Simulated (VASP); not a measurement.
Input of a VASP 6.6.1 run:

Contents of INCAR:

```
PREC     = Accurate       # precision mode
ENCUT    = 520            # plane-wave cutoff, eV
EDIFF    = 1E-6           # SCF threshold, eV
ISMEAR   = -1             # smearing method
SIGMA    = 0.1            # smearing width, eV
LREAL    = False          # projectors in reciprocal space
LASPH    = True           # aspherical terms in the spheres
NELM     = 80             # most SCF steps
ALGO     = Normal         # electronic algorithm
ISIF     = 2              # what is computed and relaxed
LWAVE    = False          # write WAVECAR
LCHARG   = False          # write CHGCAR
GGA      = PE             # functional
NBANDS   = 45             # bands
```

Contents of KPOINTS:

```
Automatic mesh
0
Gamma
  4 4 3
```

Contents of POSCAR:

```
LiNbO3
1.0
    2.5706830000      4.4525540000      0.0000000000
   -2.5706830000      4.4525540000      0.0000000000
    0.0000000000     -2.9683690000      4.6189670000
O Li Nb
6 2 2
Direct
    0.1388254468      0.3664377195      0.2524596950
    0.7404931235      0.1403635082      0.2451749493
    0.3744485026      0.7343454639      0.2487147018
    0.2377860890      0.8815865887      0.7533346742
    0.8836112696      0.6256016278      0.7452226872
    0.6285913849      0.2414063450      0.7497810658
    0.3097620631      0.3140725907      0.9180942406
    0.7966781565      0.8047153202      0.4085822653
    0.0217484034      0.0194140044      0.0604412199
    0.5177981769      0.5210630680      0.5597190887
```

Potentials or basis: VASP PAW PBE potentials, release 64 (O, Li_sv, Nb_sv).

The run is started by

```sh
$ cat potpaw_PBE.64/O/POTCAR potpaw_PBE.64/Li_sv/POTCAR potpaw_PBE.64/Nb_sv/POTCAR > POTCAR
$ mpirun -np 1 vasp_std > vasp.out
```

(1) What does it give for the band gap on the k mesh?

(2) Predict the largest force.

Results:

(1) 3.64 eV, direct.

(2) 1.267 eV/Å.

Caveat: the k points lie up to 0.45 Å⁻¹ apart; forces of over 1 eV/Å act on the atoms, so gaps and moduli don't describe the material at rest.
